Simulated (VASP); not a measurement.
The system is Ag.

```
Ag
1.0
     2.93000    0.00000    0.00000
    -1.46500    2.53745    0.00000
     0.00000    0.00000    4.79000
Ag
2
Cartesian
  1.4650 0.8458 3.5925
  0.0000 1.6916 1.1975
```

| Item | Value |
| --- | --- |
| Program | VASP 6.6.1 |
| Task | relaxation of cell and atoms |
| Functional | PBEsol |
| Potentials or basis | VASP PAW PBE potentials, release 64 (Ag) |
| Cutoff | 600 eV |
| k mesh | 10 × 10 × 6 |
| Occupations | fermi-dirac, width 0.05 eV |
| Spin | no spin polarisation |

At the start: pressure -6.3 GPa; volume 17.81 Å³/atom.

**Question.** Where does the relaxation end?

**Answer.** Over 7 steps the energy falls by 23.4 meV/atom and the volume is 16.70 Å³/atom (-6.2 %); space group P6_3/mmc (No. 194, to 0.05 Å).

The path:
```tsv
step	energy change (eV)	largest force (eV/Å)	pressure (GPa)	volume (Å³)
1	0.0000	0.0000	-6.28	35.61
2	-0.0276	0.0000	5.05	32.14
3	-0.0466	0.0000	-0.02	33.41
4	-0.0466	0.0000	0.13	33.36
5	-0.0467	0.0000	-0.12	33.42
6	-0.0467	0.0000	-0.06	33.43
7	-0.0467	0.0000	0.05	33.40
```

Final structure:
```yaml
crystal:
  lattice:
    - [2.87312, 0.00000, 0.00000]
    - [-1.43656, 2.48820, 0.00000]
    - [0.00000, 0.00000, 4.67190]
  atoms:
    - { symbol: Ag, position: [0.66667, 0.33333, 0.75000] }
    - { symbol: Ag, position: [0.33333, 0.66667, 0.25000] }
```

Caveat: the PAW data sets were made with another functional, which shifts forces and pressure a little.
